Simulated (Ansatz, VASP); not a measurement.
## One calculation of C, two programs

File INCAR:

```
ALGO     = Normal         # electronic algorithm
EDIFF    = 1E-7           # SCF threshold, eV
ENCUT    = 520            # plane-wave cutoff, eV
GGA      = CA             # functional
ISIF     = 2              # what is computed and relaxed
ISMEAR   = 0              # smearing method
LASPH    = True           # aspherical terms in the spheres
LCHARG   = True           # write CHGCAR
LELF     = True           # ELF
LREAL    = False          # projectors in reciprocal space
LVHAR    = True         
LWAVE    = False          # write WAVECAR
NBANDS   = 21             # bands
NELM     = 60             # most SCF steps
PREC     = Accurate       # precision mode
SIGMA    = 0.05           # smearing width, eV
```

The input KPOINTS:

```
k-points
0
Gamma
  12 12 3
```

Contents of POSCAR:

```
C
1.0
    0.0000000000      2.4448680940      0.0000000000
   -2.1172982845      1.2224340470      0.0115975242
    0.0595892931      0.4074780157      9.9887107297
C
6
Direct
    0.4722108718      0.0000005027      0.1667332609
    0.6944330941      0.3333338360      0.8333999276
    0.0833219830      0.6666671693      0.5000665943
    0.4166724615      0.9999994973      0.4999667391
    0.8055613504      0.3333328307      0.1666334057
    0.0277835726      0.6666661640      0.8333000724
```

Input for Ansatz:

```yaml
crystal:
  lattice:
    - [0.0, 2.444868094, 0.0]
    - [-2.1172982845, 1.222434047, 0.0115975242]
    - [0.0595892931, 0.4074780157, 9.9887107297]
  atoms:
    - { symbol: C, position: [0.4722108718, 5.027e-07, 0.1667332609] }
    - { symbol: C, position: [0.6944330941, 0.333333836, 0.8333999276] }
    - { symbol: C, position: [0.083321983, 0.6666671693, 0.5000665943] }
    - { symbol: C, position: [0.4166724615, 0.9999994973, 0.4999667391] }
    - { symbol: C, position: [0.8055613504, 0.3333328307, 0.1666334057] }
    - { symbol: C, position: [0.0277835726, 0.666666164, 0.8333000724] }
basis:
  ecutwfc: 420
kpoints:
  mp_grid: { grid: [12, 12, 3] }
hamiltonian:
  xc: lda
scf:
  occupations: { method: gaussian, width: 0.05 }
output:
  forces: true
  stress: true
  eigenvalues: true
```

Alike in both runs: task single point; functional LDA; k mesh 12 × 12 × 3; occupations gaussian, width 0.05 eV; no spin polarisation.

|  | VASP | Ansatz |
| --- | --- | --- |
| version | VASP 6.6.1 | Ansatz 0.2.0 |
| potentials or method | VASP PAW LDA potentials, release 64 (C), cutoff 520 eV | scalar-relativistic, plane waves, PAW |
| valence electrons in the cell | 24 | 24 |

|  | VASP | Ansatz | Ansatz less VASP |
| --- | --- | --- | --- |
| gap on the k mesh at the Fermi level (eV) | 0.47 | 0.47 | -0.001 |
| least direct gap on the mesh (eV) | 0.47 | 0.47 | -0.001 |
| pressure (GPa) | 0.8 | 0.0 | -0.81 |
| traceless stress, the component that is largest in VASP (GPa) | -1.07 | -0.14 | +0.931 |
| rms of the force components (eV/Å) | 0.008 | 0.008 | -0.0001 |

LDA's correlation is that of Perdew and Zunger in VASP and of Perdew and Wang (1992) in Ansatz. Atom by atom the forces differ by 0.000 eV/Å (rms over components).
